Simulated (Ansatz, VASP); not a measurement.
# Two plane-wave programs on RbHfC4

```
Rb Hf C
1.0
     0.00000    3.67039    3.67039
     3.67039    0.00000    3.67039
     3.67039    3.67039    0.00000
Rb Hf C
1 1 4
Direct
  0.00000 0.00000 0.00000
  0.25000 0.25000 0.25000
  0.42503 0.42503 0.42503
  0.42503 0.42503 0.72492
  0.42503 0.72492 0.42503
  0.72492 0.42503 0.42503
```

Alike in both runs: functional PBE; k mesh 4 × 4 × 4; occupations gaussian, width 0.1 eV; no spin polarisation.

Ansatz relaxed the structure, and its values are those at the end. VASP's run is a single point on that final structure, the one shown.

|  | VASP | Ansatz |
| --- | --- | --- |
| version | VASP 6.6.1 | Ansatz 0.2.0 |
| potentials or method | VASP PAW PBE potentials, release 64 (Rb_sv, Hf_pv, C), cutoff 520 eV | scalar-relativistic, plane waves, PAW |
| valence electrons in the cell | 35 | 51 |

|  | VASP | Ansatz | Ansatz less VASP |
| --- | --- | --- | --- |
| gap on the k mesh at the Fermi level (eV) | none | none | - |
| pressure (GPa) | 0.3 | 0.2 | -0.13 |
| rms of the force components (eV/Å) | 0.061 | 0.003 | -0.0580 |

A gap of «none» marks a metal or a gap that the smearing closes. VASP's potentials hold 35 valence electrons a cell and Ansatz's 51, so a difference there can come from the potentials and not from the codes.

The k mesh is coarse, so the values compare programs but aren't converged. Spin-orbit coupling is off throughout.
